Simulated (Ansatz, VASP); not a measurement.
One calculation of Rb, two programs

INCAR

```
SYSTEM = Rb
ALGO = Fast ; EDIFF = 1E-6
EDIFFG = -0.04 ; ENCUT = 600
GGA = PE ; IBRION = 2
ISIF = 3 ; ISMEAR = 0
LASPH = .TRUE. ; LCHARG = .FALSE.
LREAL = .FALSE. ; LWAVE = .FALSE.
NELM = 80 ; NSW = 90
PREC = Accurate ; SIGMA = 0.1
```

Contents of KPOINTS:

```
k-points
0
G
  4 4 4
  0 0 0
```

The input POSCAR:

```
Rb
1.0
    4.1429560117      0.0000000000      0.0000000000
   -0.8166210803      7.8063077091      0.0000000000
    2.1803151597      3.1925832603      6.9020864725
Rb
2
Direct
    0.2263215128      0.3975921322      0.6711591462
    0.6564491948      0.6432637429      0.8396497522
```

Input for Ansatz:

```yaml
crystal:
  lattice:
    - [4.1429560117, 0.0, 0.0]
    - [-0.8166210803, 7.8063077091, 0.0]
    - [2.1803151597, 3.1925832603, 6.9020864725]
  atoms:
    - { symbol: Rb, position: [0.2263215128, 0.3975921322, 0.6711591462] }
    - { symbol: Rb, position: [0.6564491948, 0.6432637429, 0.8396497522] }
basis:
  ecutwfc: 420
kpoints:
  mp_grid: { grid: [4, 4, 4] }
hamiltonian:
  xc: pbe
scf:
  occupations: { method: gaussian, width: 0.1 }
  lower_state_search: "off"
output:
  forces: true
  stress: true
  eigenvalues: true
relax:
  adjacent_minimum: "off"
  f_tol: 0.04
  max_steps: 70
  cell: { stress_tol: 0.4 }
```

Alike in both runs: task relaxation of cell and atoms; functional PBE; k mesh 4 × 4 × 4; occupations gaussian, width 0.1 eV; no spin polarisation.

|  | VASP | Ansatz |
| --- | --- | --- |
| version | VASP 6.6.1 | Ansatz 0.2.0 |
| potentials or method | VASP PAW PBE potentials, release 64 (Rb_sv), cutoff 600 eV | scalar-relativistic, plane waves, PAW |
| valence electrons in the cell | 18 | 18 |

Ansatz gave:

| Item | Value |
| --- | --- |
| gap on the k mesh at the Fermi level, each at its own relaxed structure (eV) | none |
| relaxed volume (Å³/atom) | 95.63 |
| relaxed length of the cell vector where the two differ most in proportion (Å) | 6.623 |

Problem. Which values does VASP return?

Solution. gap on the k mesh at the Fermi level, each at its own relaxed structure (eV): none; relaxed volume (Å³/atom): 94.02; relaxed length of the cell vector where the two differ most in proportion (Å): 9.448.

A gap of «none» marks a metal or a gap that the smearing closes. One of these differences is far larger than is usual between the two programs; its cause wasn't traced.

The k mesh is coarse, so the values compare programs but aren't converged. Noted on VASP's run: the volume moved by over 15 % at a fixed basis, so the end points are rough.
